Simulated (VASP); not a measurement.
Set up this calculation in VASP 6.6.1, as the native input.

* Task: single point
* Functional: PBE
* Potentials or basis: VASP PAW PBE potentials, release 64 (Al, Cu)
* Cutoff: 520 eV
* k mesh: 6 × 6 × 8
* Occupations: gaussian, width 0.1 eV
* Spin: no spin polarisation
* Dipole correction: no
* Further INCAR settings: ALGO = Fast; EDIFF = 1e-07; NBANDS = 46

The structure of Al2Cu lies in POSCAR:

```
Al2Cu
1.0
    6.0070930621      0.0000000000      0.0000000000
    0.0000000000      6.0070930621      0.0000000000
    0.0000000000      0.0000000000      5.0293719201
Al Cu
8 4
Direct
    0.1595862552      0.3404137448      0.0000000000
    0.1595862552      0.6595862552      0.5000000000
    0.8404137448      0.3404137448      0.5000000000
    0.8404137448      0.6595862552      0.0000000000
    0.6595862552      0.8404137448      0.5000000000
    0.6595862552      0.1595862552      0.0000000000
    0.3404137448      0.8404137448      0.0000000000
    0.3404137448      0.1595862552      0.5000000000
    0.0000000000      0.0000000000      0.7500000000
    0.0000000000      0.0000000000      0.2500000000
    0.5000000000      0.5000000000      0.2500000000
    0.5000000000      0.5000000000      0.7500000000
```

This cell differs from its parent crystal: uniaxial strain along c: +3.0 %.

The input as run:

INCAR

```
PREC = Accurate
ENCUT = 520
EDIFF = 1E-7
ISMEAR = 0
SIGMA = 0.1
LREAL = False
LASPH = True
NELM = 100
ALGO = Fast
ISIF = 2
LWAVE = False
LCHARG = False
GGA = PE
NBANDS = 46
```

KPOINTS

```
regular mesh
0
Gamma
  6 6 8
```

Potentials or basis: VASP PAW PBE potentials, release 64 (Al, Cu).

The run is started by

```console
$ cat potpaw_PBE.64/Al/POTCAR potpaw_PBE.64/Cu/POTCAR > POTCAR
$ mpirun -np 1 vasp_std > vasp.out
```

It gave:

```json
{
  "Pressure": "-1.1 GPa",
  "Largest force": "0.046 eV/Å",
  "Band gap on the k mesh": "zero (band 34 reaches 8.95 eV, above the bottom of band 35 at 6.94 eV)"
}
```

Caveat: the cell differs from its parent crystal (uniaxial strain along c: +3.0 %).

It took 18 min on 1 thread of Oxide Virtual Turin-like Processor (shared host), peak memory 0.45 GiB.
